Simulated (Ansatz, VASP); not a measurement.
One calculation of As, two programs

File INCAR:

```
SYSTEM = As
PREC = Accurate ; ENCUT = 520
EDIFF = 1E-6 ; ISMEAR = -1
SIGMA = 0.1 ; LREAL = .False.
LASPH = .True. ; NELM = 60
ALGO = Normal ; ISIF = 2
LWAVE = .False. ; LCHARG = .False.
GGA = PE ; NBANDS = 8
```

KPOINTS

```
regular mesh
0
Gamma
  15 15 15
  0 0 0
```

File POSCAR:

```
As
1.0
   -1.6821220742      1.6821220742      1.6821220742
    1.6821220742     -1.6821220742      1.6821220742
    1.6821220742      1.6821220742     -1.6821220742
As
1
Direct
    0.0000000000      0.0000000000      0.0000000000
```

Input for Ansatz:

```yaml
crystal:
  lattice:
    - [-1.6821220742, 1.6821220742, 1.6821220742]
    - [1.6821220742, -1.6821220742, 1.6821220742]
    - [1.6821220742, 1.6821220742, -1.6821220742]
  atoms:
    - { symbol: As, position: [0.0, 0.0, 0.0] }
hamiltonian:
  xc: pbe
  pseudopotentials:
    kind: paw
    azcp:
      As: "pseudopotentials/As.paw.azcp"
basis:
  ecutwfc: 420
  fft_grid_basis: typed
kpoints:
  mp_grid: { grid: [15, 15, 15], shift: [0, 0, 0] }
magnetization:
  spin_polarized: false
scf:
  occupations: { method: fermi_dirac, width: 0.1 }
  lower_state_search: "off"
output:
  stress: true
```

Alike in both runs: task single point; functional PBE; k mesh 15 × 15 × 15; occupations fermi-dirac, width 0.1 eV; no spin polarisation.

```csv
,VASP,Ansatz
version,VASP 6.6.1,Ansatz 0.2.0
potentials or method,"VASP PAW PBE potentials, release 64 (As), cutoff 520 eV","plane waves (420 eV) with PAW, scalar-relativistic"
valence electrons in the cell,5,15
```

Ansatz gave:

- pressure (GPa): -0.1

Task: Estimate VASP's values.

Result: Pressure (GPa): 0.0.

With one functional, cell and mesh, what is left measures potentials, basis and numerics. VASP's potentials hold 5 valence electrons a cell and Ansatz's 15, so a difference there can come from the potentials and not from the codes.
